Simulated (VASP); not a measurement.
A run of VASP 6.6.1 is set up as follows.

Contents of INCAR:

```
PREC = Accurate ; ENCUT = 520
EDIFF = 1E-8 ; ISMEAR = -1
SIGMA = 0.08 ; LREAL = False
LASPH = True ; NELM = 80
ALGO = Normal ; ISIF = 2
LWAVE = False ; LCHARG = False
GGA = PS ; LEFG = True
NBANDS = 35
```

The input KPOINTS:

```
regular mesh
0
Gamma
  11 11 3
```

POSCAR

```
WSe2
1.0
    3.3117871547      0.0000000000      0.0000000000
   -1.6558935773      2.8680918078      0.0000000000
    0.0000000000      0.0000000000     13.0558965430
W Se
2 4
Direct
    0.3333333333      0.6666666667      0.2500000000
    0.6666666667      0.3333333333      0.7500000000
    0.3333333333      0.6666666667      0.6210000000
    0.6666666667      0.3333333333      0.1210000000
    0.3333333333      0.6666666667      0.8790000000
    0.6666666667      0.3333333333      0.3790000000
```

Potentials or basis: VASP PAW PBE potentials, release 64 (W_sv, Se).

Run with:

```sh
$ cat potpaw_PBE.64/W_sv/POTCAR potpaw_PBE.64/Se/POTCAR > POTCAR
$ mpirun -np 1 vasp_std > vasp.out
```

Problem. Estimate the largest force.

Solution. 0.390 eV/Å.

Problem. Estimate the band gap on the k mesh.

Solution. 0.93 eV, indirect (least direct gap 1.69 eV).

Problem. Predict the pressure.

Solution. -3.5 GPa.

Forces on the atoms (eV/Å):
```
W    0.000  0.000  0.000
W    0.000  0.000  0.000
Se   0.000  0.000  0.390
Se   0.000  0.000  0.390
Se   0.000  0.000 -0.390
Se   0.000  0.000 -0.390
```

Caveat: without QUAD_EFG the Cq values of the log hold for a quadrupole moment of 1 mb, not for the nuclei; the PAW data sets were made with another functional, which shifts forces and pressure a little; spin-orbit coupling is left out, which moves the levels of the heavy elements; this functional lacks dispersion, which binds the layers, so the pressure and a relaxed spacing across them are unreliable. A k mesh can miss the band edges.
